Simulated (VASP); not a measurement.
Wanted: the native input for a VASP 6.6.1 run.

```yaml
Task: relaxation of cell and atoms
Functional: PBE
Potentials_or_basis: VASP PAW PBE potentials, release 64 (Sn_d, Se)
Cutoff: 600 eV
k_mesh: 6 × 6 × 4
Occupations: gaussian, width 0.1 eV
Spin: no spin polarisation
Dipole_correction: no
Further_INCAR_settings: ALGO = Normal; EDIFF = 1e-07; IBRION = 2; EDIFFG = -0.04; NSW = 90; ISIF = 3
```

The structure of SnSe2 lies in POSCAR:

```
SnSe2
1.0
    3.8702369680      0.0000000000      0.0000000000
    1.9297441693      3.3557437114      0.0000000000
    1.8744049194      0.6260444951      7.2454625129
Sn Se
1 2
Direct
    0.0000000000      0.0000000000      0.0000000000
    0.7525222867      0.7079120502      0.7802947809
    0.2474777133      0.2920879498      0.2197052191
```

The input as run:

INCAR

```
  PREC = Accurate
  ENCUT = 600
  EDIFF = 1E-7
  ISMEAR = 0
  SIGMA = 0.1
  LREAL = F
  LASPH = T
  NELM = 100
  ALGO = Normal
  ISIF = 3
  LWAVE = F
  LCHARG = F
  GGA = PE
  IBRION = 2
  NSW = 90
  EDIFFG = -0.04
```

KPOINTS

```
regular mesh
0
Gamma
  6 6 4
```

Potentials or basis: VASP PAW PBE potentials, release 64 (Sn_d, Se).

Launch:

```console
$ cat potpaw_PBE.64/Sn_d/POTCAR potpaw_PBE.64/Se/POTCAR > POTCAR
$ mpirun -np 1 vasp_std > vasp.out
```

It gave:

- Pressure after relaxing: 0.1 GPa
- Largest force after relaxing: 0.020 eV/Å
- Band gap on the k mesh: 0.64 eV, indirect (least direct gap 0.94 eV)

Caveat: the relaxation stopped at its first step, so nothing moved; spin-orbit coupling is left out, which moves the levels of the heavy elements.

It took 58 s on 1 thread of Intel(R) Xeon(R) 6975P-C (Granite Rapids) (shared host), peak memory 0.33 GiB.
